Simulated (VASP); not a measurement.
# TaN (P6/mmm) in VASP: a series of runs, part 2 of 2

VASP 6.6.1. Earlier steps stand in the parts before.

## Step 3: Single point, PBEsol

Input file INCAR:

```
SYSTEM = TaN
PREC = Accurate
ENCUT = 520
EDIFF = 1E-6
ISMEAR = 0
SIGMA = 0.1
LREAL = .FALSE.
LASPH = .TRUE.
NELM = 100
ALGO = Normal
ISIF = 2
LWAVE = .FALSE.
LCHARG = .FALSE.
GGA = PS
NBANDS = 33
```

Input file KPOINTS:

```
regular mesh
0
G
  12 12 12
  0 0 0
```

Input file POSCAR:

```
TaN
1.0
    5.2050894136      0.0000000000      0.0000000000
   -2.6025447068      4.5077396612      0.0000000000
    0.0000000000      0.0000000000      2.9035873913
Ta N
3 3
Direct
    0.0000000000      0.0000000000      0.0000000000
    0.3333333333      0.6666666667      0.5000000000
    0.6666666667      0.3333333333      0.5000000000
    0.5000000000      0.0000000000      0.0000000000
    0.5000000000      0.5000000000      0.0000000000
    0.0000000000      0.5000000000      0.0000000000
```

Potentials or basis: VASP PAW PBE potentials, release 64 (Ta_pv, N).

Run with:

```sh
$ cat potpaw_PBE.64/Ta_pv/POTCAR potpaw_PBE.64/N/POTCAR > POTCAR
$ mpirun -np 1 vasp_std > vasp.out
```

Run time: 6.3 min. Hardware: 1 thread of Intel Xeon 8259CL, shared host; peak memory 0.36 GiB.

Results (log left out):

* Free energy: -68.7085 eV
* Pressure: 0.9 GPa
* Band gap on the k mesh: zero (bands 24 and 25 overlap by 2.19 eV)

Stress tensor (GPa, compression positive):
```
0.80 0.00 0.00
0.00 0.80 0.00
0.00 0.00 1.14
```

Levels at points of the mesh, in eV from the Fermi level:
| k point | band 21 | band 22 | band 23 | band 24 | band 25 | band 26 | band 27 | band 28 |
| --- | --- | --- | --- | --- | --- | --- | --- | --- |
| (0.00, 0.00, 0.00) | -3.06 | -2.54 | -2.15 | -1.32 | -1.32 | 0.80 | 0.80 | 1.12 |
| (0.50, 0.00, 0.00) | -3.45 | -2.96 | -1.75 | -0.76 | 1.26 | 1.79 | 1.82 | 2.27 |
| (0.00, 0.00, 0.50) | -3.15 | -3.15 | -1.95 | 0.83 | 0.83 | 1.50 | 1.67 | 2.46 |
| (0.50, 0.00, 0.50) | -3.42 | -3.14 | -2.17 | -1.27 | 1.00 | 1.31 | 3.07 | 3.37 |

Caveat: the PAW data sets were made with another functional, which shifts forces and pressure a little; spin-orbit coupling is left out, which moves the levels of the heavy elements.

## Step 4: Single point, PBEsol, collinear spin

This run uses another cell than the first one, of 11.28 Å³/atom.

Input file INCAR:

```
PREC = Accurate ; ENCUT = 520
EDIFF = 1E-6 ; ISMEAR = 0
SIGMA = 0.1 ; LREAL = False
LASPH = True ; NELM = 150
ALGO = Normal ; ISIF = 2
LWAVE = False ; LCHARG = False
ISPIN = 2 ; MAGMOM = 1 1 1 0 0 0
LORBIT = 11 ; LMAXMIX = 4
GGA = PS ; NBANDS = 37
```

Input file KPOINTS:

```
Automatic mesh
0
Gamma
  6 6 6
```

POSCAR: that of step 3 with these lines changed.

```diff
@@ -2,5 +2,5 @@
 1.0
-    5.2050894136      0.0000000000      0.0000000000
-   -2.6025447068      4.5077396612      0.0000000000
-    0.0000000000      0.0000000000      2.9035873913
+    5.1849992558      0.0000000000      0.0000000000
+   -2.5924996279      4.4903410741      0.0000000000
+    0.0000000000      0.0000000000      2.9080000000
 Ta N
```

Run with:

```sh
$ cat potpaw_PBE.64/Ta_pv/POTCAR potpaw_PBE.64/N/POTCAR > POTCAR
$ mpirun -np 1 vasp_std > vasp.out
```

Run time: 3.8 min. Hardware: 1 thread of Intel Xeon 8259CL, shared host; peak memory 0.28 GiB.

Results (log left out):

| Quantity | Value |
| --- | --- |
| Free energy | -68.6629 eV |
| Pressure | 2.9 GPa |
| Band gap on the k mesh | zero (filled and empty bands overlap) |
| Net moment | 0.00 μB per cell |
| Valence electrons inside the program's atomic spheres | Ta 8.64, 9.08 (each value once); N 3.79 |

Stress tensor (GPa, compression positive):
```
3.71 0.00 0.00
0.00 3.71 0.00
0.00 0.00 1.28
```

Levels at points of the mesh, in eV from the Fermi level:
Spin up:
```tsv
k point	band 21	band 22	band 23	band 24	band 25	band 26	band 27	band 28
(0.00, 0.00, 0.00)	-2.99	-2.51	-2.07	-1.29	-1.29	0.80	0.80	1.21
(0.50, 0.00, 0.00)	-3.42	-2.89	-1.71	-0.70	1.33	1.84	1.85	2.28
(0.00, 0.00, 0.50)	-3.10	-3.10	-1.93	0.86	0.86	1.48	1.73	2.54
(0.50, 0.00, 0.50)	-3.40	-3.14	-2.17	-1.23	1.05	1.35	3.10	3.44
```
Spin down:
```csv
k point,band 21,band 22,band 23,band 24,band 25,band 26,band 27,band 28
"(0.00, 0.00, 0.00)",-2.99,-2.51,-2.07,-1.29,-1.29,0.80,0.80,1.21
"(0.50, 0.00, 0.00)",-3.42,-2.89,-1.71,-0.70,1.33,1.84,1.85,2.28
"(0.00, 0.00, 0.50)",-3.10,-3.10,-1.93,0.86,0.86,1.48,1.73,2.54
"(0.50, 0.00, 0.50)",-3.40,-3.14,-2.17,-1.23,1.05,1.35,3.10,3.44
```

Caveat: the k points lie up to 0.36 Å⁻¹ apart, too coarse for converged energies and pressures of a metal; the PAW data sets were made with another functional, which shifts forces and pressure a little; spin-orbit coupling is left out, which moves the levels of the heavy elements.

## Step 5: Single point, PBEsol

Input file INCAR:

```
SYSTEM = TaN
PREC = Accurate
ENCUT = 520
EDIFF = 1E-6
ISMEAR = 0
SIGMA = 0.1
LREAL = .FALSE.
LASPH = .TRUE.
NELM = 80
ALGO = Normal
ISIF = 2
LWAVE = .FALSE.
LCHARG = .FALSE.
GGA = PS
NBANDS = 33
ISYM = 0
```

Input file KPOINTS:

```
regular mesh
0
G
  12 7 8
  0 0 0
```

Input file POSCAR:

```
TaN
1.0
    2.9035873913      0.0000000000      0.0000000000
    0.0000000000      5.2050894136      0.0000000000
    0.0000000000     -2.6025447068      4.5077396612
Ta N
3 3
Direct
    0.0000000000      0.0000000000      0.0000000000
    0.5000000000      0.6666666667      0.3333333333
    0.5000000000      0.3333333333      0.6666666667
    0.0000000000      0.0000000000      0.5000000000
    0.0000000000      0.5000000000      0.5000000000
    0.0000000000      0.5000000000      0.0000000000
```

Potentials or basis: VASP PAW PBE potentials, release 64 (Ta_pv, N).

Run with:

```sh
$ cat potpaw_PBE.64/Ta_pv/POTCAR potpaw_PBE.64/N/POTCAR > POTCAR
$ mpirun -np 1 vasp_std > vasp.out
```

OUTCAR:

```text
SYSTEM = TaN
   PREC = Accurate
   ENCUT = 520
   EDIFF = 1E-6
   ISMEAR = 0
   LREAL = .FALSE.
   LASPH = .TRUE.
   NELM = 80
   ISIF = 2
   GGA = PS
   ISYM = 0

 ion  position               nearest neighbor table
   1  0.000  0.000  0.000-   6 2.60   6 2.60   4 2.60   4 2.60   5 2.60   5 2.60   2 3.34   3 3.34
                             2 3.34   3 3.34   2 3.34   2 3.34   3 3.34   3 3.34   2 3.34   3 3.34
   2  0.500  0.667  0.333-   4 2.09   4 2.09   6 2.09   6 2.09   5 2.09   5 2.09   3 3.01   3 3.01
                             3 3.01   1 3.34   1 3.34   1 3.34   1 3.34   1 3.34   1 3.34
   3  0.500  0.333  0.667-   4 2.09   4 2.09   6 2.09   6 2.09   5 2.09   5 2.09   2 3.01   2 3.01
                             2 3.01   1 3.34   1 3.34   1 3.34   1 3.34   1 3.34   1 3.34
   4  0.000  0.000  0.500-   2 2.09   3 2.09   2 2.09   3 2.09   1 2.60   1 2.60
   5  0.000  0.500  0.500-   2 2.09   3 2.09   2 2.09   3 2.09   1 2.60   1 2.60
   6  0.000  0.500  0.000-   2 2.09   3 2.09   2 2.09   3 2.09   1 2.60   1 2.60

IMPORTANT INFORMATION: All symmetrisations will be switched off!
NOSYMM: (Re-)initialisation of all symmetry stuff for point group C_1.

----------------------------------------------------------------------------------------

                                     Primitive cell

  volume of cell :      68.1274

[... 180 lines left out ...]
      5     -27.5259      2.00000
      6     -27.4313      2.00000
[... 853 lines left out ...]
     32      11.7103      0.00000
     33      11.9544      0.00000

 [... further k-points ...]

------------------------ aborting loop because EDIFF is reached ----------------------------------------

  FORCE on cell =-STRESS in cart. coord.  units (eV):
  Direction    XX          YY          ZZ          XY          YZ          ZX
  --------------------------------------------------------------------------------------
  -------------------------------------------------------------------------------------
  Total        0.4503537      0.3889531      0.3274705     -0.0000132     -0.0073162     -0.0000055
  in kB       10.5911334      9.1471509      7.7012437     -0.0003110     -0.1720587     -0.0001290
  external PRESSURE =       9.1465093 kB  Pullay stress =       0.0000000 kB

 VOLUME and BASIS-vectors are now :
 -----------------------------------------------------------------------------
  energy-cutoff  :      520.00
  volume of cell :       68.13
      direct lattice vectors                 reciprocal lattice vectors
     2.903587391  0.000000000  0.000000000     0.344401551  0.000000000  0.000000000
     0.000000000  5.205089414  0.000000000     0.000000000  0.192119658  0.110920336
     0.000000000 -2.602544707  4.507739661     0.000000000  0.000000000  0.221840673

 POSITION                                       TOTAL-FORCE (eV/Angst)
 -----------------------------------------------------------------------------------
      0.00000      0.00000      0.00000         0.000004     -0.000001      0.000001
      1.45179      2.60254      1.50258         0.000000      0.000449     -0.018908
      1.45179     -0.00000      3.00516         0.000001     -0.000448      0.018909
      0.00000     -1.30127      2.25387        -0.000003      0.000004      0.000002
      0.00000      1.30127      2.25387        -0.000002     -0.000005      0.000002
      0.00000      2.60254      0.00000         0.000000      0.000001     -0.000006
 -----------------------------------------------------------------------------------
    total drift:                               -0.000005      0.000003     -0.000001

  FREE ENERGIE OF THE ION-ELECTRON SYSTEM (eV)
  ---------------------------------------------------
  free  energy   TOTEN  =       -68.7070439297 eV

  energy  without entropy=      -68.7035146940  energy(sigma->0) =      -68.70527931
```

It took 7.1 min on 1 thread of Intel Xeon Platinum 8488C (Sapphire Rapids), shared host; peak memory 0.64 GiB.

What came out:

```
Free energy            : -68.7070 eV
Pressure               : 0.9 GPa
Largest force          : 0.019 eV/Å
Band gap on the k mesh : zero (bands 24 and 25 overlap by 2.24 eV)
```

Forces in eV/Å, atoms in the order of the input:
```
Ta   0.000  0.000  0.000
Ta   0.000  0.000 -0.019
Ta   0.000  0.000  0.019
N    0.000  0.000  0.000
N    0.000  0.000  0.000
N    0.000  0.000  0.000
```

Levels at points of the mesh, in eV from the Fermi level:
```
           k point  band 20  band 21  band 22  band 23  band 24  band 25  band 26  band 27  band 28  band 29
(0.00, 0.00, 0.00)    -3.00    -3.00    -2.48    -2.10    -1.26    -1.26     0.85     0.85     1.17     2.19
(0.50, 0.00, 0.00)    -3.71    -3.09    -3.09    -1.89     0.88     0.88     1.56     1.72     2.51     2.51
(0.00, 0.00, 0.50)    -4.56    -3.40    -2.90    -1.69    -0.71     1.31     1.84     1.87     2.33     2.46
(0.50, 0.00, 0.50)    -4.45    -3.36    -3.09    -2.12    -1.22     1.05     1.36     3.12     3.42     3.58
```

Caveat: the PAW data sets were made with another functional, which shifts forces and pressure a little; spin-orbit coupling is left out, which moves the levels of the heavy elements.

## Step 6: The runs side by side

```csv
spin,cell,k mesh,gap on the mesh (eV),pressure (GPa)
off,"a = 5.205, b = 5.205, c = 2.904 Å, angles 90.0, 90.0, 120.0°, 6 atoms, atomic positions A",9 × 9 × 12,none,0.9
off,"a = 5.205, b = 5.205, c = 2.904 Å, angles 90.0, 90.0, 120.0°, 6 atoms, atomic positions A",12 × 12 × 12,none,0.9
collinear,"a = 5.185, b = 5.185, c = 2.908 Å, angles 90.0, 90.0, 120.0°, 6 atoms, atomic positions A",6 × 6 × 6,none,2.9
off,"a = 2.904, b = 5.205, c = 5.205 Å, angles 120.0, 90.0, 90.0°, 6 atoms, atomic positions B",12 × 7 × 8,none,0.9
```

Alike in all rows: task single point; level PBEsol; potentials or basis VASP PAW PBE potentials, release 64 (Ta_pv, N); cutoff (eV) 520; smearing gaussian 0.1 eV.

Caveats: some runs use coarse meshes; the PAW data sets were made with another functional, which shifts forces and pressure a little; spin-orbit coupling is left out, which moves the levels of the heavy elements.

Absolute energies hang on the potentials; compare differences alone.
